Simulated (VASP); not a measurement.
Input of a VASP 6.6.1 run:

File INCAR:

```
  PREC = Accurate
  ENCUT = 520
  EDIFF = 1E-6
  ISMEAR = 0
  SIGMA = 0.1
  LREAL = False
  LASPH = True
  NELM = 60
  ALGO = Normal
  ISIF = 2
  LWAVE = False
  LCHARG = True
  GGA = PE
  LELF = True
  LVHAR = True
  NBANDS = 19
```

The input KPOINTS:

```
regular mesh
0
Gamma
  18 18 10
```

POSCAR

```
Zn
1.0
    2.5632671534      0.0000000000      0.0000000000
   -1.2816335767      2.2198544715      0.0000000000
    0.0000000000      0.0000000000      4.1319613335
Zn
2
Direct
    0.3333333333      0.6666666667      0.2500000000
    0.6666666667      0.3333333333      0.7500000000
```

Potentials or basis: VASP PAW PBE potentials, release 64 (Zn).

Command:

```sh
$ cat potpaw_PBE.64/Zn/POTCAR > POTCAR
$ mpirun -np 1 vasp_std > vasp.out
```

**Question.** Estimate the pressure.

**Answer.** 33.3 GPa.

**Question.** Predict the band gap on the k mesh.

**Answer.** Zero (band 12 reaches 7.25 eV, above the bottom of band 13 at 4.33 eV).

Stress tensor (GPa, compression positive):
```
32.06  0.00  0.00
 0.00 32.06  0.00
 0.00  0.00 35.70
```

Caveat: the cell differs from its parent crystal (Ti replaced by Zn, lengths x 0.857, strained).
